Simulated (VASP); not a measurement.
**Si9Ge7: single point with PBEsol**

The system is Si9Ge7.

```
CELL_PARAMETERS angstrom
0.00000 0.00000 -6.41388
-3.88522 -6.72940 0.00000
-3.88522 6.72940 0.00000
ATOMIC_POSITIONS crystal
Si 0.93710 0.16667 0.83333
Si 0.93710 0.16667 0.33333
Si 0.93710 0.66667 0.83333
Si 0.93710 0.66667 0.33333
Si 0.43710 0.83333 0.16667
Si 0.43710 0.83333 0.66667
Si 0.56290 0.66667 0.33333
Si 0.06290 0.83333 0.16667
Si 0.06290 0.83333 0.66667
Ge 0.43710 0.33333 0.16667
Ge 0.43710 0.33333 0.66667
Ge 0.56290 0.16667 0.83333
Ge 0.56290 0.16667 0.33333
Ge 0.56290 0.66667 0.83333
Ge 0.06290 0.33333 0.16667
Ge 0.06290 0.33333 0.66667
```

```
Program                : VASP 6.6.1
Task                   : single point
Functional             : PBEsol
Potentials or basis    : VASP PAW PBE potentials, release 64 (Si, Ge_d)
Cutoff                 : 520 eV
k mesh                 : 4 × 3 × 3
Occupations            : gaussian, width 0.1 eV
Spin                   : no spin polarisation
Dipole correction      : no
Further INCAR settings : LREAL = Auto; ALGO = Normal; EDIFF = 1e-06; NBANDS = 81
```

```json
{
 "Pressure": "0.6 GPa",
 "Largest force": "0.526 eV/Å",
 "Band gap on the k mesh": "0.21 eV"
}
```

Forces in eV/Å, atoms in the order of the input:
```
Si   0.324  0.191 -0.131
Si   0.327  0.185 -0.131
Si  -0.327 -0.189 -0.259
Si  -0.326 -0.188  0.124
Si  -0.010  0.374  0.227
Si   0.319 -0.196  0.227
Si  -0.331 -0.191 -0.089
Si  -0.013 -0.013  0.025
Si  -0.018 -0.005  0.025
Ge  -0.364 -0.210 -0.124
Ge   0.010  0.006  0.025
Ge   0.377  0.200 -0.308
Ge   0.362  0.226 -0.308
Ge  -0.362 -0.209 -0.154
Ge   0.019  0.011  0.424
Ge   0.014  0.008  0.424
```

Stress tensor (GPa, compression positive):
```
 0.67 -0.02 -0.02
-0.02  0.70 -0.01
-0.02 -0.01  0.54
```

Levels at points of the mesh, in eV from the valence-band top:
```csv
k point,band 63,band 64,band 65,band 66,band 67,band 68,band 69,band 70,band 71,band 72
"(0.00, 0.00, 0.00)",-1.54,-1.51,-0.33,-0.01,0.00,0.21,0.26,0.38,0.46,1.59
"(0.50, 0.00, 0.00)",-2.51,-1.04,-1.03,-0.93,-0.93,0.41,0.52,0.58,0.66,0.68
```

Run time: 13 min on 1 thread of Intel Xeon 8259CL, with other jobs on the host, peak memory 0.54 GiB.

Caveat: semilocal functionals underestimate gaps, and a narrow one can read as zero; the PAW data sets were made with another functional, which shifts forces and pressure a little. A k mesh can miss the band edges.
